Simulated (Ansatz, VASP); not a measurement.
**Two plane-wave programs on Ga2P**

```
Ga P
1.0
     0.00000    3.15507    3.15507
     3.15507    0.00000    3.15507
     3.15507    3.15507    0.00000
Ga P
2 1
Direct
  0.50000 0.50000 0.50000
  0.25000 0.25000 0.25000
  0.00000 0.00000 0.00000
```

Alike in both runs: functional PBE; k mesh 4 × 4 × 4; occupations gaussian, width 0.1 eV; no spin polarisation.

Ansatz relaxed the structure, and its values are those at the end. VASP's run is a single point on that final structure, the one shown.

|  | VASP | Ansatz |
| --- | --- | --- |
| version | VASP 6.6.1 | Ansatz 0.2.0 |
| potentials or method | VASP PAW PBE potentials, release 64 (Ga_d, P), cutoff 520 eV | scalar-relativistic, plane waves, PAW |
| valence electrons in the cell | 31 | 31 |

|  | VASP | Ansatz | Ansatz less VASP |
| --- | --- | --- | --- |
| gap on the k mesh at the Fermi level (eV) | none | none | - |
| pressure (GPa) | 0.0 | -0.1 | -0.10 |

A gap of «none» marks a metal or a gap that the smearing closes.

The k mesh is coarse, so the values compare programs but aren't converged.
